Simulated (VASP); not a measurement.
# CoNi2SnS4 (I-42m) in VASP: single point with r2SCAN

Aim: the single point of CoNi2SnS4 with r2SCAN.

Everything below comes from runs of VASP 6.6.1. Logs are shortened: lines on timing, memory, paths and dates and some standing lists are left out, and cuts for length are marked.

### Step 1. The cell of the first run

Symmetry: I-42m, No. 121, tetragonal system. The conventional cell has a = 5.355 Å, b = 5.355 Å, c = 10.707 Å, α = 90.00°, β = 90.00°, γ = 90.00°. Within 3.2 Å of Sn (site symmetry -42m) lie 4 S at 2.42 Å. Co (site symmetry -42m) has 4 S at 2.32 Å within 3.1 Å. Within 3.0 Å of S (site symmetry m) lie 2 Ni at 2.27 Å and 1 Co at 2.32 Å and 1 Sn at 2.42 Å. Within 3.0 Å of Ni (site symmetry -4) lie 4 S at 2.27 Å.

### Step 2. Single point, r2SCAN

The input, POSCAR:

```
CoNi2SnS4
1.0
    0.0000000000      5.3546489900      0.0000000000
    5.3546489900      0.0000000000      0.0000000000
    2.6773239900      2.6773239900     -5.3535568500
Sn Co S Ni
1 1 4 2
Direct
    0.5000000000      0.5000000000      0.0000000000
    0.0000000000      0.0000000000      0.0000000000
    0.3753000000      0.3753000000      0.7336000000
    0.6247000000      0.1089000000      0.2664000000
    0.8911000000      0.8911000000      0.7336000000
    0.1089000000      0.6247000000      0.2664000000
    0.7500000000      0.2500000000      0.5000000000
    0.2500000000      0.7500000000      0.5000000000
```

The input, INCAR.step1:

```
SYSTEM = CoNi2SnS4
PREC = Accurate ; ENCUT = 520
ISMEAR = -1 ; SIGMA = 0.1167
LREAL = .False. ; LASPH = .True.
NELM = 100 ; NBANDS = 44
GGA = PE ; ALGO = Normal
EDIFF = 1E-4 ; LWAVE = .True.
LCHARG = .False.
```

The input, INCAR.step2:

```
SYSTEM = CoNi2SnS4
PREC = Accurate ; ENCUT = 520
EDIFF = 1E-7 ; ISMEAR = -1
SIGMA = 0.1167 ; LREAL = .False.
LASPH = .True. ; NELM = 100
ALGO = Normal ; ISIF = 2
LWAVE = .False. ; LCHARG = .False.
METAGGA = R2SCAN ; LMIXTAU = .True.
NBANDS = 44 ; ISTART = 1
```

The input, KPOINTS:

```
regular mesh
0
Gamma
  4 4 4
  0 0 0
```

Potentials or basis: VASP PAW PBE potentials, release 64 (Sn_d, Co, S, Ni).

Launch:

```
cat potpaw_PBE.64/Sn_d/POTCAR potpaw_PBE.64/Co/POTCAR potpaw_PBE.64/S/POTCAR potpaw_PBE.64/Ni/POTCAR > POTCAR
cp INCAR.step1 INCAR
mpirun -np 1 vasp_std > vasp.out
cp INCAR.step2 INCAR
mpirun -np 1 vasp_std > vasp.out
```

OUTCAR:

```text
SYSTEM = CoNi2SnS4
   PREC = Accurate
   ENCUT = 520
   EDIFF = 1E-7
   ISMEAR = -1
   LREAL = .False.
   LASPH = .True.
   NELM = 100
   ISIF = 2
   METAGGA = R2SCAN
   ISTART = 1

 ion  position               nearest neighbor table
   1  0.500  0.500  0.000-   3 2.42   4 2.42   6 2.42   5 2.42
   2  0.000  0.000  0.000-   5 2.32   4 2.32   6 2.32   3 2.32
   3  0.375  0.375  0.734-   7 2.27   8 2.27   2 2.32   1 2.42
   4  0.625  0.109  0.266-   7 2.27   8 2.27   2 2.32   1 2.42
   5  0.891  0.891  0.734-   7 2.27   8 2.27   2 2.32   1 2.42
   6  0.109  0.625  0.266-   8 2.27   7 2.27   2 2.32   1 2.42
   7  0.750  0.250  0.500-   4 2.27   5 2.27   3 2.27   6 2.27
   8  0.250  0.750  0.500-   6 2.27   5 2.27   3 2.27   4 2.27

  LATTYP: Found a body centered tetragonal cell.
 ALAT       =     5.3546489900
 C/A-ratio  =     1.9995920778

  Lattice vectors:

 A1 = (  -2.6773239900,   2.6773250000,   5.3535568500)
 A2 = (   2.6773250000,  -2.6773239900,   5.3535568500)
 A3 = (   2.6773239900,   2.6773239900,  -5.3535568500)

Analysis of symmetry for initial positions (statically):
=====================================================================
 Subroutine PRICEL returns:
 Original cell was already a primitive cell.

 Routine SETGRP: Setting up the symmetry group for a
 body centered tetragonal supercell.

 Subroutine GETGRP returns: Found  8 space group operations
 (whereof  8 operations were pure point group operations)
 out of a pool of 16 trial point group operations.

The static configuration has the point symmetry D_2d.

Analysis of symmetry for dynamics (positions and initial velocities):
=====================================================================
 Subroutine PRICEL returns:
 Original cell was already a primitive cell.

 Routine SETGRP: Setting up the symmetry group for a
 body centered tetragonal supercell.

 Subroutine GETGRP returns: Found  8 space group operations
 (whereof  8 operations were pure point group operations)
 out of a pool of 16 trial point group operations.

The dynamic configuration has the point symmetry D_2d.

 Subroutine INISYM returns: Found  8 space group operations
 (whereof  8 operations are pure point group operations),
 and found     1 'primitive' translations

----------------------------------------------------------------------------------------

                                     Primitive cell

  volume of cell :     153.4986

  direct lattice vectors                    reciprocal lattice vectors
     0.000000000  5.354648990  0.000000000     0.000000000  0.186753605  0.093395834
     5.354648990  0.000000000  0.000000000     0.186753605  0.000000000  0.093395834
     2.677323990  2.677323990 -5.353556850     0.000000000  0.000000000 -0.186791703

  length of vectors
     5.354648990  5.354648990  6.557186778     0.208805389  0.208805389  0.186791703

  position of ions in fractional coordinates (direct lattice)
     0.500000000  0.500000000  0.000000000
     0.000000000  0.000000000  0.000000000
     0.375300000  0.375300000  0.733600000
     0.624700000  0.108900000  0.266400000
     0.891100000  0.891100000  0.733600000
     0.108900000  0.624700000  0.266400000
     0.750000000  0.250000000  0.500000000
     0.250000000  0.750000000  0.500000000

  ion indices of the primitive-cell ions
   primitive index   ion index
                 1           1
                 2           2
                 3           3
                 4           4
                 5           5
                 6           6
                 7           7
                 8           8

----------------------------------------------------------------------------------------

 KPOINTS: regular mesh

Automatic generation of k-mesh.
 Grid dimensions read from file:
 generate k-points for:    4    4    4

 Generating k-lattice:

  Cartesian coordinates                     Fractional coordinates (reciprocal lattice)
     0.000000000  0.046688401  0.023348958     0.250000000  0.000000000  0.000000000
     0.046688401  0.000000000  0.023348958     0.000000000  0.250000000  0.000000000
     0.000000000  0.000000000 -0.046697926     0.000000000  0.000000000  0.250000000

  Length of vectors
     0.052201347  0.052201347  0.046697926

  Shift w.r.t. Gamma in fractional coordinates (k-lattice)
     0.000000000  0.000000000  0.000000000

 Subroutine IBZKPT returns following result:
 ===========================================

 Found     13 irreducible k-points:

 Following reciprocal coordinates:
            Coordinates               Weight
  0.000000  0.000000  0.000000      1.000000
  0.250000  0.000000 -0.000000      8.000000
  0.500000  0.000000 -0.000000      4.000000
  0.250000  0.250000 -0.000000      8.000000
  0.500000  0.250000 -0.000000     16.000000
 -0.250000  0.250000  0.000000      4.000000
  0.500000  0.500000 -0.000000      2.000000
  0.000000  0.000000  0.250000      2.000000
  0.500000  0.000000  0.250000      4.000000
 -0.250000  0.000000  0.250000      8.000000
  0.500000  0.500000  0.250000      2.000000
 -0.250000 -0.250000  0.250000      4.000000
  0.000000  0.000000  0.500000      1.000000
   k-points           NKPTS =     13   k-points in BZ     NKDIM =     13   number of bands    NBANDS=     44
   number of dos      NEDOS =    301   number of ions     NIONS =      8
   total plane-waves  NPLWV =  80000
   dimension x,y,z NGX =    40 NGY =   40 NGZ =   50
   dimension x,y,z NGXF=    80 NGYF=   80 NGZF=  100
   ions per type =               1   1   4   2
   NGX,Y,Z   is equivalent  to a cutoff of  12.42, 12.42, 12.68 a.u.
   NGXF,Y,Z  is equivalent  to a cutoff of  24.84, 24.84, 25.35 a.u.
 SYSTEM =  CoNi2SnS4
   PREC   = accura    normal or accurate (medium, high low for compatibility)
   ISTART =      1    job   : 0-new  1-cont  2-samecut
   ICHARG =      0    charge: 1-file 2-atom 10-const
   ISPIN  =      1    spin polarized calculation?
   LNONCOLLINEAR =      F non collinear calculations
   LSORBIT =      F    spin-orbit coupling
   LASPH  =      T    aspherical Exc in radial PAW
   ENCUT  =  520.0 eV  38.22 Ry    6.18 a.u.   9.96  9.96 12.19*2*pi/ulx,y,z
   NELM   =    100;   NELMIN=  2; NELMDL=  0     # of ELM steps
   EDIFF  = 0.1E-06   stopping-criterion for ELM
   LREAL  =      F    real-space projection
   EDIFFG = 0.1E-05   stopping-criterion for IOM
   NSW    =      0    number of steps for IOM
   IBRION =     -1    ionic relax: 0-MD 1-quasi-New 2-CG
   NFREE  =      0    steps in history (QN), initial steepest desc. (CG)
   ISIF   =      2    stress and relaxation
   ISYM   =      2    0-nonsym 1-usesym 2-fastsym
   POTIM  = 0.5000    time-step for ionic-motion
   TEBEG  =    0.0;   TEEND  =   0.0 temperature during run
   PSTRESS=    0.0 pullay stress
   NELECT =      67.0000    total number of electrons
   NUPDOWN=      -1.0000    fix difference up-down
   EMIN   =  10.00;   EMAX   =-10.00  energy-range for DOS
   EFERMI =   0.00;   METHOD = LEGACY
   ISMEAR =    -1;   SIGMA  =   0.12  broadening in eV -4-tet -1-fermi 0-gaus
   EFERMI_NEDOS =   21; number of points for ismear=-14 and -15
   IALGO  =     38    algorithm
   IMIX   =      4    mixing-type and parameters
     AMIX     =   0.40;   BMIX     =  1.00
     AMIX_MAG =   1.60;   BMIX_MAG =  1.00
  volume/ion in A,a.u.               =      19.19       129.48
  Fermi-wavevector in a.u.,A,eV,Ry     =   1.241838  2.346734 20.982384  1.542162
  Thomas-Fermi vector in A             =   2.376218
   LORBIT       =      0    0 simple, 1 ext, 2 COOP (PROOUT), +10 PAW based schemes
   METAGGA = R2SCAN    functional components
   LHFCALC =     F    Hartree Fock is set to
   AEXX    =    0.0000 exact exchange contribution
   IVDW    =     0    specifies the selected vdW correction
   LEPSILON=     F    determine dielectric tensor
   LRPA    =     F    only Hartree local field effects (RPA)
 non-spin polarized calculation
  energy-cutoff  :      520.00
  volume of cell :      153.50
 maximum number of plane-waves:      4170
   NGX = 19   NGY = 19   NGZ = 25

 number of electron      67.0000037 magnetization

 Free energy of the ion-electron system (eV)
  ---------------------------------------------------
  ext. energy  EPLUGINS =         0.00000000
  ---------------------------------------------------
  free energy    TOTEN  =       -95.94584878 eV

  energy without entropy =      -95.54085222  energy(sigma->0) =      -95.74335050

 E-fermi :   5.8211     XC(G=0): -10.6731

 val. band max:        5.8041529455   @ k =   0.0000   0.0000   0.5000
 cond. band min:       5.8240401691   @ k =   0.0000   0.0000   0.5000
 fundamental gap:      0.0198872237
 Fermi energy:         5.8210944543

 k-point     1 :       0.0000    0.0000    0.0000
  band No.  band energies     occupation
      1     -17.2468      2.00000
      2     -17.2468      2.00000
      3     -17.2393      2.00000
      4     -17.1289      2.00000
      5     -17.1287      2.00000
      6      -9.7448      2.00000
[... 36 lines left out ...]
     43      11.5470      0.00000
     44      11.8343      0.00000

 k-point     2 :       0.2500    0.0000   -0.0000
  band No.  band energies     occupation
      1     -17.2471      2.00000
      2     -17.2467      2.00000
      3     -17.2396      2.00000
      4     -17.1288      2.00000
      5     -17.1282      2.00000
      6      -9.5312      2.00000
[... 36 lines left out ...]
     43      11.7962      0.00000
     44      11.8775      0.00000

 k-point     3 :       0.5000    0.0000   -0.0000
  band No.  band energies     occupation
      1     -17.2474      2.00000
      2     -17.2467      2.00000
      3     -17.2399      2.00000
      4     -17.1287      2.00000
      5     -17.1278      2.00000
      6      -9.1441      2.00000
[... 459 lines left out ...]
     43      11.5758      0.00000
     44      12.3493      0.00000

 k-point    13 :       0.0000    0.0000    0.5000
  band No.  band energies     occupation
      1     -17.2464      2.00000
      2     -17.2464      2.00000
      3     -17.2395      2.00000
      4     -17.1288      2.00000
      5     -17.1288      2.00000
      6      -9.2028      2.00000
[... 36 lines left out ...]
     43      10.9749      0.00000
     44      11.2177      0.00000

------------------------ aborting loop because EDIFF is reached ----------------------------------------

  FORCE on cell =-STRESS in cart. coord.  units (eV):
  Direction    XX          YY          ZZ          XY          YZ          ZX
  --------------------------------------------------------------------------------------
  -------------------------------------------------------------------------------------
  Total       -5.4417408     -5.4417408     -5.4361108     -0.0000000     -0.0000005     -0.0000005
  in kB      -56.7994333    -56.7994333    -56.7406690     -0.0000000     -0.0000054     -0.0000054
  external PRESSURE =     -56.7798452 kB  Pullay stress =       0.0000000 kB

 VOLUME and BASIS-vectors are now :
 -----------------------------------------------------------------------------
  energy-cutoff  :      520.00
  volume of cell :      153.50
      direct lattice vectors                 reciprocal lattice vectors
     0.000000000  5.354648990  0.000000000     0.000000000  0.186753605  0.093395834
     5.354648990  0.000000000  0.000000000     0.186753605  0.000000000  0.093395834
     2.677323990  2.677323990 -5.353556850     0.000000000  0.000000000 -0.186791703

 POSITION                                       TOTAL-FORCE (eV/Angst)
 -----------------------------------------------------------------------------------
      2.67732      2.67732      0.00000         0.000000     -0.000000      0.000000
      0.00000      0.00000      0.00000         0.000000     -0.000000      0.000000
      3.97368      3.97368     -3.92737        -0.968124     -0.968124      0.329036
      1.29636      4.05829     -1.42619        -0.968124      0.968124     -0.329036
      6.73561      6.73561     -3.92737         0.968124      0.968124      0.329036
      4.05829      1.29636     -1.42619         0.968124     -0.968124     -0.329036
      2.67732      5.35465     -2.67678         0.000000      0.000000      0.000000
      5.35465      2.67732     -2.67678         0.000000     -0.000000      0.000000
 -----------------------------------------------------------------------------------
    total drift:                                0.000210      0.000210     -0.000570

  FREE ENERGIE OF THE ION-ELECTRON SYSTEM (eV)
  ---------------------------------------------------
  free  energy   TOTEN  =       -95.9458487791 eV

  energy  without entropy=      -95.5408522201  energy(sigma->0) =      -95.74335050
```

Wall time 9.9 min (1 thread of AMD EPYC 7R13 (Zen 3), shared host); peak memory 0.32 GiB.

Results:

```
Free energy   : -95.9458 eV
Pressure      : -5.7 GPa
Largest force : 1.408 eV/Å
```

Forces in eV/Å, atoms in the order of the input:
```
Sn   0.000  0.000  0.000
Co   0.000  0.000  0.000
S   -0.968 -0.968  0.329
S   -0.968  0.968 -0.329
S    0.968  0.968  0.329
S    0.968 -0.968 -0.329
Ni   0.000  0.000  0.000
Ni   0.000  0.000  0.000
```

Caveat: the PAW data sets were made with another functional, which shifts forces and pressure a little; spin-orbit coupling is left out, which moves the levels of the heavy elements; the run has no spin polarisation, though such a crystal can be magnetic. With open d or f shells a metallic result of r2SCAN can be an artefact of self-interaction; +U or a hybrid may open a gap.
